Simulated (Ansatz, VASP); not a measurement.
**WSe2 in VASP and in Ansatz**

```
CELL_PARAMETERS angstrom
3.31785 0.00000 0.00000
-1.65892 2.87334 0.00000
0.00000 0.00000 36.41831
ATOMIC_POSITIONS crystal
W 0.66667 0.33333 0.90611
W 0.66667 0.33333 0.28047
W 0.33333 0.66667 0.71953
W 0.33333 0.66667 0.09389
Se 0.33333 0.66667 0.95179
Se 0.33333 0.66667 0.32611
Se 0.66667 0.33333 0.76520
Se 0.66667 0.33333 0.13955
Se 0.33333 0.66667 0.86045
Se 0.33333 0.66667 0.23480
Se 0.66667 0.33333 0.67389
Se 0.66667 0.33333 0.04821
```

Alike in both runs: task single point; functional PBE; k mesh 6 × 6 × 1; occupations gaussian, width 0.1 eV; no spin polarisation.

|  | VASP | Ansatz |
| --- | --- | --- |
| version | VASP 6.6.1 | Ansatz 0.2.0 |
| potentials or method | VASP PAW PBE potentials, release 64 (W_sv, Se), cutoff 520 eV | scalar-relativistic, plane waves, PAW |
| valence electrons in the cell | 104 | 184 |

```csv
,VASP,Ansatz,Ansatz less VASP
gap on the k mesh at the Fermi level (eV),1.30,1.30,+0.004
least direct gap on the mesh (eV),1.47,1.47,+0.003
rms of the force components (eV/Å),0.145,0.124,-0.0218
```

Atom by atom the forces differ by 0.022 eV/Å (rms over components). VASP's potentials hold 104 valence electrons a cell and Ansatz's 184, so a difference there can come from the potentials and not from the codes.

Spin-orbit coupling is off throughout.
